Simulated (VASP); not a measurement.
# Hf: single point with RPBE+D4

Crystal: Hf.

```
Hf
1.0
    -1.72970    1.72970    1.72970
     1.72970   -1.72970    1.72970
     1.72970    1.72970   -1.72970
Hf
1
Direct
  0.00000 0.00000 0.00000
```

This isn't the form of Hf at room conditions, which is hcp.

- Program: VASP 6.6.1
- Task: single point
- Functional: RPBE
- Dispersion: D4
- Potentials or basis: VASP PAW PBE potentials, release 64 (Hf_pv)
- Cutoff: 500 eV
- k mesh: 10 × 10 × 10
- Occupations: methfessel-paxton, width 0.1 eV
- Spin: no spin polarisation

* Pressure: 8.7 GPa
* Band gap on the k mesh: zero (bands 5 and 6 overlap by 2.44 eV)
* Dispersion energy per atom: -0.354 eV

Levels at points of the mesh, in eV from the Fermi level:
```
           k point  band 2  band 3  band 4  band 5  band 6  band 7  band 8  band 9
(0.00, 0.00, 0.00)  -29.61  -29.61   -7.33    1.57    1.57    1.57    4.57    4.57
(0.50, 0.00, 0.00)  -29.95  -29.62   -3.66   -0.66    1.31    4.46    5.54    8.30
(0.50, 0.50, 0.50)  -30.34  -30.34   -2.96   -2.96    7.36    7.36    7.36    7.82
```

Run time: 7.1 s on 1 thread of Intel(R) Xeon(R) Platinum 8488C (Sapphire Rapids), on a shared host, peak memory 0.14 GiB.

Caveat: the cell stands under pressure; the PAW data sets were made with another functional, which shifts forces and pressure a little; spin-orbit coupling is left out, which moves the levels of the heavy elements.
